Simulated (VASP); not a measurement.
# HfO2 (P2_1/m) in VASP: further runs

The runs below take HfO2 through single point, with PBE.

All numbers are computed with VASP 6.6.1; they aren't measurements. Logs are shortened: lines on timing, memory, paths and dates and some standing lists are left out, and cuts for length are marked.

**1. The cell of the first run**

Symmetry: P2_1/m, No. 11, monoclinic system. Conventional cell: a = 3.604 Å, b = 3.604 Å, c = 5.266 Å, α = 90.00°, β = 91.72°, γ = 90.00°. Within 2.7 Å of Hf (site symmetry m) lie 8 O at 2.06 to 2.50 Å. Within 2.7 Å of O (site symmetry m) lie 4 Hf at 2.06 to 2.42 Å and 6 O at 2.61 to 2.64 Å. O (site symmetry m) has 4 Hf at 2.07 to 2.50 Å and 6 O at 2.59 to 2.65 Å within 2.7 Å.

**2. Single point, PBE (shear of c along a, cell held: +3.0 %, then relaxed in part)**

The input, INCAR:

```
SYSTEM = HfO2
PREC     = Accurate       ! precision mode
ENCUT    = 520            ! plane-wave cutoff, eV
EDIFF    = 1E-6           ! SCF threshold, eV
ISMEAR   = 0              ! smearing method
SIGMA    = 0.02           ! smearing width, eV
LREAL    = .False.        ! projectors in reciprocal space
LASPH    = .True.         ! aspherical terms in the spheres
NELM     = 60             ! most SCF steps
ALGO     = Normal         ! electronic algorithm
ISIF     = 2              ! what is computed and relaxed
LWAVE    = .False.        ! write WAVECAR
LCHARG   = .True.         ! write CHGCAR
GGA      = PE             ! functional
LELF     = .True.         ! ELF
LVHAR    = .True.       
NBANDS   = 31             ! bands
```

The input, KPOINTS:

```
regular mesh
0
Gamma
  6 6 4
  0 0 0
```

The input, POSCAR:

```
HfO2
1.0
    3.6043047840      0.0000000000      0.0000000000
    0.0000000000      3.6043047840      0.0000000000
    0.1579190179      0.0000000000      5.2639672632
Hf O
2 4
Direct
    0.5129596070      0.5000000000      0.5004079526
   -0.0129596070      0.0000000000     -0.0004079526
    0.0014579834      0.5000000000      0.6931218945
    0.4985420166      0.0000000000      0.8068781055
    0.5030065030      0.0000000000      0.3076381202
   -0.0030065030      0.5000000000      0.1923618798
```

Potentials or basis: VASP PAW PBE potentials, release 64 (Hf_pv, O).

Command:

```console
cat potpaw_PBE.64/Hf_pv/POTCAR potpaw_PBE.64/O/POTCAR > POTCAR
mpirun -np 1 vasp_std > vasp.out
```

OUTCAR:

```text
SYSTEM = HfO2
   PREC = Accurate
   ENCUT = 520
   EDIFF = 1E-6
   ISMEAR = 0
   LREAL = .False.
   LASPH = .True.
   NELM = 60
   ISIF = 2
   GGA = PE

 ion  position               nearest neighbor table
   1  0.513  0.500  0.500-   3 2.06   5 2.07   5 2.07   3 2.08   6 2.35   4 2.42   4 2.42   6 2.50
                             2 3.59   2 3.59   2 3.65   2 3.65   2 3.67   2 3.67   2 3.75   2 3.75
   2  0.987  0.000  1.000-   4 2.06   6 2.07   6 2.07   4 2.08   5 2.35   3 2.42   3 2.42   5 2.50
                             1 3.59   1 3.59   1 3.65   1 3.65   1 3.67   1 3.67   1 3.75   1 3.75
   3  0.001  0.500  0.693-   1 2.06   1 2.08   2 2.42   2 2.42
   4  0.499  0.000  0.807-   2 2.06   2 2.08   1 2.42   1 2.42
   5  0.503  0.000  0.308-   1 2.07   1 2.07   2 2.35   2 2.50
   6  0.997  0.500  0.192-   2 2.07   2 2.07   1 2.35   1 2.50

  LATTYP: Found a simple monoclinic cell.
 ALAT       =     3.6043047840
 B/A-ratio  =     1.0000000000
 C/A-ratio  =     1.4611238037
 COS(beta)  =    -0.0299865091

  Lattice vectors:

 A1 = (   3.6043047840,   0.0000000000,   0.0000000000)
 A2 = (   0.0000000000,  -3.6043047840,   0.0000000000)
 A3 = (  -0.1579190179,   0.0000000000,  -5.2639672632)

Analysis of symmetry for initial positions (statically):
=====================================================================
 Subroutine PRICEL returns:
 Original cell was already a primitive cell.

 Routine SETGRP: Setting up the symmetry group for a
 simple monoclinic supercell.

 Subroutine GETGRP returns: Found  4 space group operations
 (whereof  2 operations were pure point group operations)
 out of a pool of  4 trial point group operations.

The static configuration has the point symmetry C_1h.
 The point group associated with its full space group is C_2h.

Analysis of symmetry for dynamics (positions and initial velocities):
=====================================================================
 Subroutine PRICEL returns:
 Original cell was already a primitive cell.

 Routine SETGRP: Setting up the symmetry group for a
 simple monoclinic supercell.

 Subroutine GETGRP returns: Found  4 space group operations
 (whereof  2 operations were pure point group operations)
 out of a pool of  4 trial point group operations.

The dynamic configuration has the point symmetry C_1h.
 The point group associated with its full space group is C_2h.

 Subroutine INISYM returns: Found  4 space group operations
 (whereof  2 operations are pure point group operations),
 and found     1 'primitive' translations

----------------------------------------------------------------------------------------

                                     Primitive cell

  volume of cell :      68.3843

  direct lattice vectors                    reciprocal lattice vectors
     3.604304784  0.000000000  0.000000000     0.277446015  0.000000000 -0.008323380
     0.000000000  3.604304784  0.000000000     0.000000000  0.277446015  0.000000000
     0.157919018  0.000000000  5.263967263     0.000000000  0.000000000  0.189970786

  length of vectors
     3.604304784  3.604304784  5.266335516     0.277570838  0.277446015  0.189970786

  position of ions in fractional coordinates (direct lattice)
     0.512959607  0.500000000  0.500407953
     0.987040393  0.000000000  0.999592047
     0.001457983  0.500000000  0.693121895
     0.498542017  0.000000000  0.806878105
     0.503006503  0.000000000  0.307638120
     0.996993497  0.500000000  0.192361880

  ion indices of the primitive-cell ions
   primitive index   ion index
                 1           1
                 2           2
                 3           3
                 4           4
                 5           5
                 6           6

----------------------------------------------------------------------------------------

 KPOINTS: regular mesh

Automatic generation of k-mesh.
 Grid dimensions read from file:
 generate k-points for:    6    6    4

 Generating k-lattice:

  Cartesian coordinates                     Fractional coordinates (reciprocal lattice)
     0.046241003  0.000000000 -0.001387230     0.166666667  0.000000000 -0.000000000
     0.000000000  0.046241003  0.000000000     0.000000000  0.166666667  0.000000000
     0.000000000  0.000000000  0.047492697     0.000000000  0.000000000  0.250000000

  Length of vectors
     0.046261806  0.046241003  0.047492697

  Shift w.r.t. Gamma in fractional coordinates (k-lattice)
     0.000000000  0.000000000  0.000000000

 Subroutine IBZKPT returns following result:
 ===========================================

 Found     56 irreducible k-points:

 Following reciprocal coordinates:
            Coordinates               Weight
  0.000000  0.000000  0.000000      1.000000
  0.166667  0.000000 -0.000000      2.000000
  0.333333  0.000000 -0.000000      2.000000
  0.500000  0.000000 -0.000000      1.000000
  0.000000  0.166667  0.000000      2.000000
[... 65 lines left out ...]
  ext. energy  EPLUGINS =         0.00000000
  ---------------------------------------------------
  free energy    TOTEN  =       -60.69615225 eV

  energy without entropy =      -60.69615225  energy(sigma->0) =      -60.69615225

 E-fermi :   3.2780     XC(G=0): -11.5651

 val. band max:        3.1521383164   @ k =   0.0000   0.0000   0.5000
 cond. band min:       7.8294402391   @ k =   0.0000   0.0000   0.0000
 fundamental gap:      4.6773019227
 Fermi energy:         3.2780274825

 k-point     1 :       0.0000    0.0000    0.0000
  band No.  band energies     occupation
      1     -26.2878      2.00000
      2     -25.9555      2.00000
      3     -25.9550      2.00000
      4     -25.9365      2.00000
      5     -25.8626      2.00000
      6     -25.8611      2.00000
[... 23 lines left out ...]
     30      11.9255      0.00000
     31      13.5092      0.00000

 k-point     2 :       0.1667    0.0000   -0.0000
  band No.  band energies     occupation
      1     -26.2564      2.00000
      2     -26.0198      2.00000
      3     -25.9555      2.00000
      4     -25.9461      2.00000
      5     -25.9224      2.00000
      6     -25.8657      2.00000
[... 23 lines left out ...]
     30      11.9360      0.00000
     31      12.8441      0.00000

 k-point     3 :       0.3333    0.0000   -0.0000
  band No.  band energies     occupation
      1     -26.1816      2.00000
      2     -26.1319      2.00000
      3     -26.0789      2.00000
      4     -25.9802      2.00000
      5     -25.9243      2.00000
      6     -25.8760      2.00000
[... 23 lines left out ...]
     30      11.7559      0.00000
     31      12.0569      0.00000

 k-point     4 :       0.5000    0.0000   -0.0000
  band No.  band energies     occupation
      1     -26.1787      2.00000
      2     -26.1758      2.00000
      3     -26.0895      2.00000
      4     -26.0343      2.00000
      5     -25.9052      2.00000
      6     -25.8894      2.00000
[... 23 lines left out ...]
     30      12.0233      0.00000
     31      12.3545      0.00000

 k-point     5 :       0.0000    0.1667    0.0000
  band No.  band energies     occupation
      1     -26.2555      2.00000
      2     -26.0197      2.00000
      3     -25.9494      2.00000
      4     -25.9430      2.00000
      5     -25.9327      2.00000
      6     -25.8655      2.00000
[... 23 lines left out ...]
     30      11.9271      0.00000
     31      12.9013      0.00000
[... 542 lines left out ...]
     30      12.1908      0.00000
     31      12.4393      0.00000

 k-point    22 :      -0.1667    0.0000    0.2500
  band No.  band energies     occupation
      1     -26.2154      2.00000
      2     -26.0327      2.00000
      3     -25.9850      2.00000
      4     -25.9323      2.00000
      5     -25.9261      2.00000
      6     -25.8797      2.00000
[... 23 lines left out ...]
     30      12.0388      0.00000
     31      12.7925      0.00000

 k-point    23 :       0.0000    0.1667    0.2500
  band No.  band energies     occupation
      1     -26.2240      2.00000
      2     -26.0297      2.00000
      3     -25.9927      2.00000
      4     -25.9343      2.00000
      5     -25.9128      2.00000
      6     -25.8765      2.00000
[... 23 lines left out ...]
     30      12.0254      0.00000
     31      12.6305      0.00000

 k-point    24 :       0.1667    0.1667    0.2500
  band No.  band energies     occupation
      1     -26.2115      2.00000
      2     -26.0549      2.00000
      3     -26.0127      2.00000
      4     -25.9685      2.00000
      5     -25.9210      2.00000
      6     -25.9043      2.00000
[... 23 lines left out ...]
     30      11.9280      0.00000
     31      12.3408      0.00000

 [... further k-points ...]

------------------------ aborting loop because EDIFF is reached ----------------------------------------

  FORCE on cell =-STRESS in cart. coord.  units (eV):
  Direction    XX          YY          ZZ          XY          YZ          ZX
  --------------------------------------------------------------------------------------
  -------------------------------------------------------------------------------------
  Total       -1.0607012     -1.3221591     -1.1166307      0.0000000      0.0000000      0.0139248
  in kB      -24.8512051    -30.9769096    -26.1615783      0.0000000      0.0000000      0.3262445
  external PRESSURE =     -27.3298977 kB  Pullay stress =       0.0000000 kB

 VOLUME and BASIS-vectors are now :
 -----------------------------------------------------------------------------
  energy-cutoff  :      520.00
  volume of cell :       68.38
      direct lattice vectors                 reciprocal lattice vectors
     3.604304784  0.000000000  0.000000000     0.277446015  0.000000000 -0.008323380
     0.000000000  3.604304784  0.000000000     0.000000000  0.277446015  0.000000000
     0.157919018  0.000000000  5.263967263     0.000000000  0.000000000  0.189970786

 POSITION                                       TOTAL-FORCE (eV/Angst)
 -----------------------------------------------------------------------------------
      1.92789      1.80215      2.63413         0.006567      0.000000     -0.001043
      3.71545      0.00000      5.26182        -0.006567      0.000000      0.001043
      0.11471      1.80215      3.64857        -0.000602      0.000000     -0.049044
      1.92432      0.00000      4.24738         0.000602      0.000000      0.049044
      1.86157      0.00000      1.61940         0.026845      0.000000      0.047557
      3.62385      1.80215      1.01259        -0.026845      0.000000     -0.047557
 -----------------------------------------------------------------------------------
    total drift:                                0.000000      0.000000      0.000000

  FREE ENERGIE OF THE ION-ELECTRON SYSTEM (eV)
  ---------------------------------------------------
  free  energy   TOTEN  =       -60.6961522508 eV

  energy  without entropy=      -60.6961522508  energy(sigma->0) =      -60.69615225
```

It took 2.7 min on 1 thread of Intel Xeon 8259CL, shared host; peak memory 0.24 GiB.

Results:

```
Free energy            : -60.6962 eV
Pressure               : -2.7 GPa
Largest force          : 0.055 eV/Å
Band gap on the k mesh : 4.68 eV (least direct gap 4.74 eV)
```

Forces in eV/Å, atoms in the order of the input:
```
Hf   0.007  0.000 -0.001
Hf  -0.007  0.000  0.001
O   -0.001  0.000 -0.049
O    0.001  0.000  0.049
O    0.027  0.000  0.048
O   -0.027  0.000 -0.048
```

Stress tensor (GPa, compression positive):
```
-2.49  0.00  0.03
 0.00 -3.10  0.00
 0.03  0.00 -2.62
```

Caveat: the cell differs from its parent crystal (shear of c along a, cell held: +3.0 %, then relaxed in part); spin-orbit coupling is left out, which moves the levels of the heavy elements. A k mesh can miss the band edges.

**3. Single point, PBE**

The input, INCAR:

```
ALGO = Normal
EDIFF = 1E-6
ENCUT = 520
GGA = PE
ISIF = 2
ISMEAR = 0
LASPH = T
LCHARG = F
LREAL = F
LWAVE = F
NBANDS = 31
NELM = 80
PREC = Accurate
SIGMA = 0.02
```

The input, KPOINTS:

```
k-points
0
Gamma
  6 6 4
```

POSCAR is that of step 2.

Potentials or basis: VASP PAW PBE potentials, release 64 (Hf_pv, O).

Command:

```console
cat potpaw_PBE.64/Hf_pv/POTCAR potpaw_PBE.64/O/POTCAR > POTCAR
mpirun -np 1 vasp_std > vasp.out
```

Run time: 3.1 min. Hardware: 1 thread of Intel Xeon 8259CL, shared host; peak memory 0.24 GiB.

Results (log left out):

```yaml
Free_energy: -60.6962 eV
Pressure: -2.7 GPa
Largest_force: 0.055 eV/Å
Band_gap_on_the_k_mesh: 4.68 eV (least direct gap 4.74 eV)
```

Forces on the atoms (eV/Å):
```
Hf   0.007  0.000 -0.001
Hf  -0.007  0.000  0.001
O   -0.001  0.000 -0.049
O    0.001  0.000  0.049
O    0.027  0.000  0.048
O   -0.027  0.000 -0.048
```

Stress tensor (GPa, compression positive):
```
-2.49  0.00  0.03
 0.00 -3.10  0.00
 0.03  0.00 -2.62
```

Levels at points of the mesh, in eV from the valence-band top:
| k point | band 19 | band 20 | band 21 | band 22 | band 23 | band 24 | band 25 | band 26 |
| --- | --- | --- | --- | --- | --- | --- | --- | --- |
| (0.00, 0.00, 0.00) | -0.79 | -0.15 | -0.07 | -0.07 | 4.68 | 4.69 | 5.86 | 6.01 |
| (0.50, 0.00, 0.00) | -1.48 | -1.27 | -0.21 | -0.09 | 5.01 | 5.08 | 5.84 | 6.18 |
| (0.00, 0.50, 0.00) | -1.38 | -1.38 | -0.15 | -0.15 | 5.04 | 5.04 | 5.99 | 5.99 |
| (0.50, 0.50, 0.00) | -0.77 | -0.77 | -0.62 | -0.62 | 5.75 | 5.75 | 5.98 | 5.98 |
| (0.00, 0.00, 0.50) | -0.71 | -0.71 | 0.00 | 0.00 | 5.28 | 5.28 | 5.61 | 5.61 |
| (0.50, 0.00, 0.50) | -1.48 | -1.27 | -0.88 | -0.85 | 5.14 | 5.14 | 5.53 | 5.57 |
| (0.00, 0.50, 0.50) | -1.36 | -1.36 | -0.90 | -0.90 | 5.14 | 5.14 | 5.56 | 5.56 |
| (0.50, 0.50, 0.50) | -1.42 | -1.42 | -0.11 | -0.11 | 5.81 | 5.81 | 6.25 | 6.25 |

Caveat: spin-orbit coupling is left out, which moves the levels of the heavy elements. A k mesh can miss the band edges.

**4. Single point, PBE (shear of c along a, cell held: +4.5 %, then relaxed in part)**

The input, INCAR:

```
SYSTEM = HfO2
ALGO     = Normal         ! electronic algorithm
EDIFF    = 1E-6           ! SCF threshold, eV
ENCUT    = 520            ! plane-wave cutoff, eV
GGA      = PE             ! functional
ISIF     = 2              ! what is computed and relaxed
ISMEAR   = 0              ! smearing method
LASPH    = .True.         ! aspherical terms in the spheres
LCHARG   = .False.        ! write CHGCAR
LREAL    = .False.        ! projectors in reciprocal space
LWAVE    = .False.        ! write WAVECAR
NBANDS   = 31             ! bands
NELM     = 60             ! most SCF steps
PREC     = Accurate       ! precision mode
SIGMA    = 0.02           ! smearing width, eV
```

The input, KPOINTS:

```
k-points
0
Gamma
  6 6 4
  0 0 0
```

The input, POSCAR:

```
HfO2
1.0
    3.6043047840      0.0000000000      0.0000000000
    0.0000000000      3.6043047840      0.0000000000
    0.2368785268      0.0000000000      5.2639672632
Hf O
2 4
Direct
    0.5191783157      0.5000000000      0.5008897841
   -0.0191783157      0.0000000000     -0.0008897841
    0.0021843838      0.5000000000      0.6929659512
    0.4978156162      0.0000000000      0.8070340488
    0.5043643950      0.0000000000      0.3086953133
   -0.0043643950      0.5000000000      0.1913046867
```

Command:

```console
cat potpaw_PBE.64/Hf_pv/POTCAR potpaw_PBE.64/O/POTCAR > POTCAR
mpirun -np 1 vasp_std > vasp.out
```

Run time: 3.2 min. Hardware: 1 thread of Intel Xeon 8259CL, shared host; peak memory 0.24 GiB.

Results (log left out):

```yaml
Free_energy: -60.6977 eV
Pressure: -2.3 GPa
Largest_force: 0.060 eV/Å
Band_gap_on_the_k_mesh: 4.70 eV (least direct gap 4.76 eV)
```

Forces on the atoms (eV/Å):
```
Hf   0.009  0.000 -0.002
Hf  -0.009  0.000  0.002
O   -0.001  0.000 -0.049
O    0.001  0.000  0.049
O    0.040  0.000  0.045
O   -0.040  0.000 -0.045
```

Stress tensor (GPa, compression positive):
```
-1.67  0.00  0.05
 0.00 -3.01  0.00
 0.05  0.00 -2.18
```

Levels at points of the mesh, in eV from the valence-band top:
```tsv
k point	band 18	band 19	band 20	band 21	band 22	band 23	band 24	band 25	band 26	band 27
(0.00, 0.00, 0.00)	-1.32	-0.78	-0.14	-0.07	-0.06	4.70	4.73	5.88	6.04	6.38
(0.50, 0.00, 0.00)	-2.00	-1.52	-1.21	-0.23	-0.06	5.03	5.13	5.79	6.29	7.09
(0.00, 0.50, 0.00)	-2.02	-1.36	-1.36	-0.14	-0.14	5.07	5.07	6.00	6.00	7.19
(0.50, 0.50, 0.00)	-1.00	-0.79	-0.79	-0.59	-0.59	5.78	5.78	6.01	6.01	6.97
(0.00, 0.00, 0.50)	-2.61	-0.72	-0.71	0.00	0.00	5.31	5.32	5.65	5.66	8.34
(0.50, 0.00, 0.50)	-1.83	-1.52	-1.22	-0.86	-0.81	5.16	5.16	5.55	5.61	7.07
(0.00, 0.50, 0.50)	-1.79	-1.33	-1.33	-0.89	-0.89	5.16	5.16	5.61	5.61	7.18
(0.50, 0.50, 0.50)	-1.81	-1.38	-1.38	-0.12	-0.12	5.84	5.84	6.29	6.29	7.05
```

Caveat: the cell differs from its parent crystal (shear of c along a, cell held: +4.5 %, then relaxed in part); spin-orbit coupling is left out, which moves the levels of the heavy elements. A k mesh can miss the band edges.
